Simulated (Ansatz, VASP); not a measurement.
SrMg: VASP beside Ansatz

INCAR

```
PREC     = Accurate       # precision mode
ENCUT    = 520            # plane-wave cutoff, eV
EDIFF    = 1E-6           # SCF threshold, eV
ISMEAR   = 0              # smearing method
SIGMA    = 0.15           # smearing width, eV
LREAL    = F              # projectors in reciprocal space
LASPH    = T              # aspherical terms in the spheres
NELM     = 80             # most SCF steps
ALGO     = Fast           # electronic algorithm
ISIF     = 2              # what is computed and relaxed
LWAVE    = F              # write WAVECAR
LCHARG   = F              # write CHGCAR
NBANDS   = 13             # bands
```

File KPOINTS:

```
Automatic mesh
0
Gamma
  12 12 12
```

The input POSCAR:

```
SrMg
1.0
    4.0170000000      0.0000000000      0.0000000000
    0.0000000000      4.0170000000      0.0000000000
    0.0000000000      0.0000000000      3.9585000000
Sr Mg
1 1
Direct
    0.5000000000      0.5000000000      0.5000000000
    0.0000000000      0.0000000000      0.0000000000
```

Input for Ansatz:

```yaml
crystal:
  lattice:
    - [4.017, 0.0, 0.0]
    - [0.0, 4.017, 0.0]
    - [0.0, 0.0, 3.9585]
  atoms:
    - { symbol: Sr, position: [0.5, 0.5, 0.5] }
    - { symbol: Mg, position: [0.0, 0.0, 0.0] }
basis:
  ecutwfc: 420
kpoints:
  mp_grid: { grid: [12, 12, 12] }
hamiltonian:
  xc: lda
scf:
  occupations: { method: gaussian, width: 0.15 }
output:
  forces: true
  stress: true
  eigenvalues: true
```

Change from the starting cell: strain +0.030 along x and y, +0.015 along z, atoms carried along.

Alike in both runs: task single point; functional LDA; k mesh 12 × 12 × 12; occupations gaussian, width 0.15 eV; no spin polarisation.

|  | VASP | Ansatz |
| --- | --- | --- |
| version | VASP 6.6.1 | Ansatz 0.2.0 |
| potentials or method | VASP PAW LDA potentials, release 64 (Sr_sv, Mg), cutoff 520 eV | scalar-relativistic, plane waves, PAW |
| valence electrons in the cell | 12 | 20 |

|  | VASP | Ansatz | Ansatz less VASP |
| --- | --- | --- | --- |
| gap on the k mesh at the Fermi level (eV) | none | none | - |
| pressure (GPa) | 1.0 | 1.1 | +0.17 |
| traceless stress, the component that is largest in VASP (GPa) | 0.09 | 0.08 | -0.004 |

LDA's correlation is that of Perdew and Zunger in VASP and of Perdew and Wang (1992) in Ansatz. A gap of «none» marks a metal or a gap that the smearing closes. VASP's potentials hold 12 valence electrons a cell and Ansatz's 20, so a difference there can come from the potentials and not from the codes.
